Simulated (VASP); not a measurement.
KHf2BiO6:

```
Bi Hf K O
1.0
     0.00000    4.06120    4.06120
     4.06120    0.00000    4.06120
     4.06120    4.06120    0.00000
Bi Hf K O
1 2 1 6
Direct
  0.00000 0.00000 0.00000
  0.75000 0.75000 0.75000
  0.25000 0.25000 0.25000
  0.50000 0.50000 0.50000
  0.00000 0.50000 0.00000
  0.50000 0.00000 0.50000
  0.50000 0.00000 0.00000
  0.00000 0.50000 0.50000
  0.00000 0.00000 0.50000
  0.50000 0.50000 0.00000
```

```yaml
Program: VASP 6.6.1
Task: relaxation of cell and atoms
Functional: PBEsol
Potentials_or_basis: VASP PAW PBE potentials, release 64 (Bi_d, Hf_pv, K_sv, O)
Cutoff: 600 eV
k_mesh: 4 × 4 × 4
Occupations: gaussian, width 0.03 eV
Spin: no spin polarisation
```

At the start: pressure 3.1 GPa; volume 13.40 Å³/atom.

Where does the relaxation end?

Over 4 steps the energy falls by 2.6 meV/atom and the volume is 13.63 Å³/atom (+1.7 %); space group Fm-3m (No. 225, to 0.1 Å) before and after.

The path:
| step | energy change (eV) | largest force (eV/Å) | pressure (GPa) | volume (Å³) |
| --- | --- | --- | --- | --- |
| 1 | 0.0000 | 0.0000 | 3.13 | 133.97 |
| 2 | 0.0094 | 0.0000 | -3.48 | 139.11 |
| 3 | -0.0221 | 0.0000 | -0.02 | 136.27 |
| 4 | -0.0261 | 0.0000 | -0.02 | 136.27 |

Final structure:
```xyz
10
Lattice="0.0000 4.0844 4.0844 4.0844 0.0000 4.0844 4.0844 4.0844 0.0000" Properties=species:S:1:pos:R:3 pbc="T T T"
Bi    0.0000    0.0000    0.0000
Hf    6.1266    6.1266    6.1266
Hf    2.0422    2.0422    2.0422
K     4.0844    4.0844    4.0844
O     2.0422    0.0000    2.0422
O     2.0422    4.0844    2.0422
O     0.0000    2.0422    2.0422
O     4.0844    2.0422    2.0422
O     2.0422    2.0422    0.0000
O     2.0422    2.0422    4.0844
```

Where two steps share one volume, the run began anew on that cell with a basis built for it.

Caveat: the PAW data sets were made with another functional, which shifts forces and pressure a little.
